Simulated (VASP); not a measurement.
# B (Fd-3m) in VASP: vibrations by perturbation theory with PBE

Aim: the vibrations by perturbation theory of B with PBE.

Program: VASP 6.6.1. These are calculated values, not measurements. Logs are shortened: lines on timing, memory, paths and dates and some standing lists are left out, and cuts for length are marked.

## (1) The cell of the first run

Symmetry: Fd-3m, No. 227, cubic system. Conventional cell: a = 4.051 Å, b = 4.051 Å, c = 4.051 Å, α = 90.00°, β = 90.00°, γ = 90.00°. B (site symmetry -43m) has 4 B at 1.75 Å within 2.3 Å.

This isn't the form of B at room conditions, which is rhombohedral.

## (2) Vibrations by perturbation theory, PBE

File INCAR:

```
SYSTEM = B
  PREC = Accurate
  ENCUT = 500
  EDIFF = 1E-8
  ISMEAR = -1
  SIGMA = 0.1
  LREAL = .FALSE.
  LASPH = .TRUE.
  NELM = 120
  ALGO = Normal
  ISIF = 2
  LWAVE = .FALSE.
  LCHARG = .FALSE.
  GGA = PE
  NBANDS = 10
  IBRION = 8
  NSW = 1
  GGA_COMPAT = .FALSE.
```

File KPOINTS:

```
regular mesh
0
G
  4 4 4
  0 0 0
```

File POSCAR:

```
B
1.0
    0.0000000000      2.0257100000      2.0257100000
    2.0257100000      0.0000000000      2.0257100000
    2.0257100000      2.0257100000      0.0000000000
B
2
Direct
    0.0000000000      0.0000000000      0.0000000000
    0.2500000000      0.2500000000      0.2500000000
```

Potentials or basis: VASP PAW PBE potentials, release 64 (B).

Launch:

```sh
$ cat potpaw_PBE.64/B/POTCAR > POTCAR
$ mpirun -np 1 vasp_std > vasp.out
```

OUTCAR:

```text
SYSTEM = B
   PREC = Accurate
   ENCUT = 500
   EDIFF = 1E-8
   ISMEAR = -1
   LREAL = .FALSE.
   LASPH = .TRUE.
   NELM = 120
   ISIF = 2
   GGA = PE
   IBRION = 8
   NSW = 1

 ion  position               nearest neighbor table
   1  0.000  0.000  0.000-   2 1.75   2 1.75   2 1.75   2 1.75
   2  0.250  0.250  0.250-   1 1.75   1 1.75   1 1.75   1 1.75

  LATTYP: Found a face centered cubic cell.
 ALAT       =     4.0514200000

  Lattice vectors:

 A1 = (   0.0000000000,   2.0257100000,   2.0257100000)
 A2 = (   2.0257100000,   0.0000000000,   2.0257100000)
 A3 = (   2.0257100000,   2.0257100000,   0.0000000000)

Analysis of symmetry for initial positions (statically):
=====================================================================
 Subroutine PRICEL returns:
 Original cell was already a primitive cell.

 Routine SETGRP: Setting up the symmetry group for a
 face centered cubic supercell.

 Subroutine GETGRP returns: Found 48 space group operations
 (whereof 24 operations were pure point group operations)
 out of a pool of 48 trial point group operations.

The static configuration has the point symmetry T_d .
 The point group associated with its full space group is O_h .

Analysis of symmetry for dynamics (positions and initial velocities):
=====================================================================
 Subroutine PRICEL returns:
 Original cell was already a primitive cell.

 Routine SETGRP: Setting up the symmetry group for a
 face centered cubic supercell.

 Subroutine GETGRP returns: Found 48 space group operations
 (whereof 24 operations were pure point group operations)
 out of a pool of 48 trial point group operations.

The dynamic configuration has the point symmetry T_d .
 The point group associated with its full space group is O_h .

 Subroutine INISYM returns: Found 48 space group operations
 (whereof 24 operations are pure point group operations),
 and found     1 'primitive' translations

----------------------------------------------------------------------------------------

                                     Primitive cell

  volume of cell :      16.6250

  direct lattice vectors                    reciprocal lattice vectors
     0.000000000  2.025710000  2.025710000    -0.246827038  0.246827038  0.246827038
     2.025710000  0.000000000  2.025710000     0.246827038 -0.246827038  0.246827038
     2.025710000  2.025710000  0.000000000     0.246827038  0.246827038 -0.246827038

  length of vectors
     2.864786555  2.864786555  2.864786555     0.427516971  0.427516971  0.427516971

  position of ions in fractional coordinates (direct lattice)
     0.000000000  0.000000000  0.000000000
     0.250000000  0.250000000  0.250000000

  ion indices of the primitive-cell ions
   primitive index   ion index
                 1           1
                 2           2

----------------------------------------------------------------------------------------

 KPOINTS: regular mesh

Automatic generation of k-mesh.
 Grid dimensions read from file:
 generate k-points for:    4    4    4

 Generating k-lattice:

  Cartesian coordinates                     Fractional coordinates (reciprocal lattice)
    -0.061706760  0.061706760  0.061706760     0.250000000  0.000000000  0.000000000
     0.061706760 -0.061706760  0.061706760     0.000000000  0.250000000  0.000000000
     0.061706760  0.061706760 -0.061706760     0.000000000  0.000000000  0.250000000

  Length of vectors
     0.106879243  0.106879243  0.106879243

  Shift w.r.t. Gamma in fractional coordinates (k-lattice)
     0.000000000  0.000000000  0.000000000

 Subroutine IBZKPT returns following result:
 ===========================================

 Found      8 irreducible k-points:

 Following reciprocal coordinates:
            Coordinates               Weight
  0.000000  0.000000  0.000000      1.000000
  0.250000  0.000000  0.000000      8.000000
  0.500000  0.000000  0.000000      4.000000
  0.250000  0.250000  0.000000      6.000000
  0.500000  0.250000  0.000000     24.000000
 -0.250000  0.250000  0.000000     12.000000
  0.500000  0.500000  0.000000      3.000000
 -0.250000  0.500000  0.250000      6.000000
   k-points           NKPTS =      8   k-points in BZ     NKDIM =      8   number of bands    NBANDS=     10
   number of dos      NEDOS =    301   number of ions     NIONS =      2
   total plane-waves  NPLWV =  13824
   dimension x,y,z NGX =    24 NGY =   24 NGZ =   24
   dimension x,y,z NGXF=    48 NGYF=   48 NGZF=   48
   ions per type =               2
   NGX,Y,Z   is equivalent  to a cutoff of  13.93, 13.93, 13.93 a.u.
   NGXF,Y,Z  is equivalent  to a cutoff of  27.85, 27.85, 27.85 a.u.
 SYSTEM =  B
   PREC   = accura    normal or accurate (medium, high low for compatibility)
   ISTART =      0    job   : 0-new  1-cont  2-samecut
   ICHARG =      2    charge: 1-file 2-atom 10-const
   ISPIN  =      1    spin polarized calculation?
   LNONCOLLINEAR =      F non collinear calculations
   LSORBIT =      F    spin-orbit coupling
   LASPH  =      T    aspherical Exc in radial PAW
   ENCUT  =  500.0 eV  36.75 Ry    6.06 a.u.   5.22  5.22  5.22*2*pi/ulx,y,z
   NELM   =    120;   NELMIN=  2; NELMDL= -5     # of ELM steps
   EDIFF  = 0.1E-07   stopping-criterion for ELM
   LREAL  =      F    real-space projection
   EDIFFG = 0.1E-06   stopping-criterion for IOM
   NSW    =      1    number of steps for IOM
   IBRION =      8    ionic relax: 0-MD 1-quasi-New 2-CG
   NFREE  =      0    steps in history (QN), initial steepest desc. (CG)
   ISIF   =      2    stress and relaxation
   ISYM   =      2    0-nonsym 1-usesym 2-fastsym
   POTIM  = 0.5000    time-step for ionic-motion
   TEBEG  =    0.0;   TEEND  =   0.0 temperature during run
   PSTRESS=    0.0 pullay stress
   NELECT =       6.0000    total number of electrons
   NUPDOWN=      -1.0000    fix difference up-down
   EMIN   =  10.00;   EMAX   =-10.00  energy-range for DOS
   EFERMI =   0.00;   METHOD = LEGACY
   ISMEAR =    -1;   SIGMA  =   0.10  broadening in eV -4-tet -1-fermi 0-gaus
   EFERMI_NEDOS =   21; number of points for ismear=-14 and -15
   IALGO  =     38    algorithm
   IMIX   =      4    mixing-type and parameters
     AMIX     =   0.40;   BMIX     =  1.00
     AMIX_MAG =   1.60;   BMIX_MAG =  1.00
  volume/ion in A,a.u.               =       8.31        56.10
  Fermi-wavevector in a.u.,A,eV,Ry     =   1.165569  2.202606 18.484209  1.358551
  Thomas-Fermi vector in A             =   2.302093
   LORBIT       =      0    0 simple, 1 ext, 2 COOP (PROOUT), +10 PAW based schemes
   GGA     = PE    functional components
   LHFCALC =     F    Hartree Fock is set to
   AEXX    =    0.0000 exact exchange contribution
   IVDW    =     0    specifies the selected vdW correction
   LEPSILON=     F    determine dielectric tensor
   LRPA    =     F    only Hartree local field effects (RPA)
 non-spin polarized calculation
  energy-cutoff  :      500.00
  volume of cell :       16.63
 maximum number of plane-waves:       444
 NGX is ok and might be reduce to    24
   NGX = 11   NGY = 11   NGZ = 11

--------------------------------------- Ionic step        1  -------------------------------------------

 number of electron       6.0000000 magnetization

 Free energy of the ion-electron system (eV)
  ---------------------------------------------------
  ext. energy  EPLUGINS =         0.00000000
  ---------------------------------------------------
  free energy    TOTEN  =       -11.64009346 eV

  energy without entropy =      -11.59311638  energy(sigma->0) =      -11.61660492

 E-fermi :   3.7367     XC(G=0): -11.2027

 val. band max:        3.6494986243   @ k =   0.5000   0.2500   0.0000
 cond. band min:       4.2508505755   @ k =   0.2500   0.2500   0.0000
 fundamental gap:      0.6013519512
 Fermi energy:         3.7367013676

 k-point     1 :       0.0000    0.0000    0.0000
  band No.  band energies     occupation
      1      -9.1267      2.00000
      2       7.7800      0.00000
      3       7.7800      0.00000
      4       7.7800      0.00000
      5      11.9274      0.00000
      6      11.9274      0.00000
      7      11.9274      0.00000
      8      20.2744      0.00000
      9      22.5253      0.00000
     10      26.7268      0.00000
[... 79 lines left out ...]
 k-point     8 :      -0.2500    0.5000    0.2500
  band No.  band energies     occupation
      1      -1.3854      2.00000
      2      -1.3854      2.00000
      3       0.6083      2.00000
      4       0.6083      2.00000
      5      15.4457      0.00000
      6      15.4457      0.00000
      7      18.1098      0.00000
      8      18.1098      0.00000
      9      24.9145      0.00000
     10      24.9145      0.00000

------------------------ aborting loop because EDIFF is reached ----------------------------------------

  FORCE on cell =-STRESS in cart. coord.  units (eV):
  Direction    XX          YY          ZZ          XY          YZ          ZX
  --------------------------------------------------------------------------------------
  -------------------------------------------------------------------------------------
  Total       -0.0546114     -0.0546114     -0.0546114      0.0000000      0.0000000      0.0000000
  in kB       -5.2629892     -5.2629892     -5.2629892      0.0000000      0.0000000      0.0000000
  external PRESSURE =      -5.2629892 kB  Pullay stress =       0.0000000 kB

 VOLUME and BASIS-vectors are now :
 -----------------------------------------------------------------------------
  energy-cutoff  :      500.00
  volume of cell :       16.63
      direct lattice vectors                 reciprocal lattice vectors
     0.000000000  2.025710000  2.025710000    -0.246827038  0.246827038  0.246827038
     2.025710000  0.000000000  2.025710000     0.246827038 -0.246827038  0.246827038
     2.025710000  2.025710000  0.000000000     0.246827038  0.246827038 -0.246827038

 POSITION                                       TOTAL-FORCE (eV/Angst)
 -----------------------------------------------------------------------------------
      0.00000      0.00000      0.00000         0.000000      0.000000      0.000000
      1.01286      1.01286      1.01286        -0.000000     -0.000000     -0.000000
 -----------------------------------------------------------------------------------
    total drift:                               -0.000000      0.000000      0.000000

  FREE ENERGIE OF THE ION-ELECTRON SYSTEM (eV)
  ---------------------------------------------------
  free  energy   TOTEN  =       -11.6400934612 eV

  energy  without entropy=      -11.5931163839  energy(sigma->0) =      -11.61660492

[... ionic steps 2 to 3 ...]

--------------------------------------- Ionic step        4  -------------------------------------------

 Free energy of the ion-electron system (eV)
  ---------------------------------------------------
  ---------------------------------------------------
  free energy    TOTEN  =        -0.03880930 eV

  energy without entropy =       -0.03880930

------------------------ aborting loop because EDIFF is reached ----------------------------------------

 INTERNAL STRAIN TENSOR  FOR ION    1  DIRECTION 1   (eV/Angst):
 -----------------------------------------------------------------------------
    -0.00071  0.00000 -0.00000
     0.00000  0.00026 19.46719
     0.00000 19.46719  0.00026

 INTERNAL STRAIN TENSOR FOR ION    2 for displacements in x,y,z  (eV/Angst):
          X           Y           Z          XY          YZ          ZX
  --------------------------------------------------------------------------------
  x     0.00000    -0.00000    -0.00000     0.00000   -19.46719     0.00000
  y     0.00000    -0.00000     0.00000     0.00000     0.00000   -19.46719
  z    -0.00000    -0.00000     0.00000   -19.46719     0.00000     0.00000

 SECOND DERIVATIVES (NOT SYMMETRIZED)
 ------------------------------------
               1X          1Y          1Z          2X          2Y          2Z
  1X    -5.804877    0.000000    0.000000    5.804877    0.000000    0.000000
  1Y     0.000000   -5.804877    0.000000    0.000000    5.804877    0.000000
  1Z     0.000000    0.000000   -5.804877    0.000000    0.000000    5.804877
  2X     5.804877    0.000000    0.000000   -5.804877    0.000000    0.000000
  2Y     0.000000    5.804877    0.000000    0.000000   -5.804877    0.000000
  2Z     0.000000    0.000000    5.804877    0.000000    0.000000   -5.804877

 Eigenvectors and eigenvalues of the dynamical matrix
 ----------------------------------------------------

   1 f  =   16.200532 THz   101.790946 2PiTHz  540.391588 cm-1    66.999988 meV
             X         Y         Z           dx          dy          dz
      0.000000  0.000000  0.000000     0.000000   -0.707107    0.000000
      1.012855  1.012855  1.012855     0.000000    0.707107    0.000000
[... 21 lines left out ...]
   6 f  =    0.000000 THz     0.000000 2PiTHz    0.000000 cm-1     0.000000 meV
             X         Y         Z           dx          dy          dz
      0.000000  0.000000  0.000000     0.000000    0.000000    0.707107
      1.012855  1.012855  1.012855     0.000000    0.000000    0.707107

--------------------------------------------------------------------------------------------------------

 ELASTIC MODULI CONTR FROM IONIC RELAXATION (kBar)
 Direction    XX          YY          ZZ          XY          YZ          ZX
 --------------------------------------------------------------------------------
 XX          -0.0000      0.0000      0.0000     -0.0000      0.0000      0.0000
 YY           0.0000     -0.0000      0.0000     -0.0000     -0.0000     -0.0000
 ZZ           0.0000      0.0000     -0.0000      0.0000     -0.0000      0.0000
 XY          -0.0000     -0.0000      0.0000  -6291.6150      0.0000      0.0000
 YZ           0.0000     -0.0000     -0.0000      0.0000  -6291.6150      0.0000
 ZX           0.0000     -0.0000      0.0000      0.0000      0.0000  -6291.6150
 --------------------------------------------------------------------------------
```

It took 19 s on 1 thread of AMD EPYC 7R43 (Zen 3), shared host; peak memory 0.11 GiB.

What came out:

- Highest phonon frequency at Γ: 540 cm⁻¹

Phonon frequencies in cm⁻¹ (negative: imaginary):
```tsv
q point	frequencies
(0.000, 0.000, 0.000)	0 0 0 540 540 540
```

Caveat: the k points lie up to 0.67 Å⁻¹ apart.
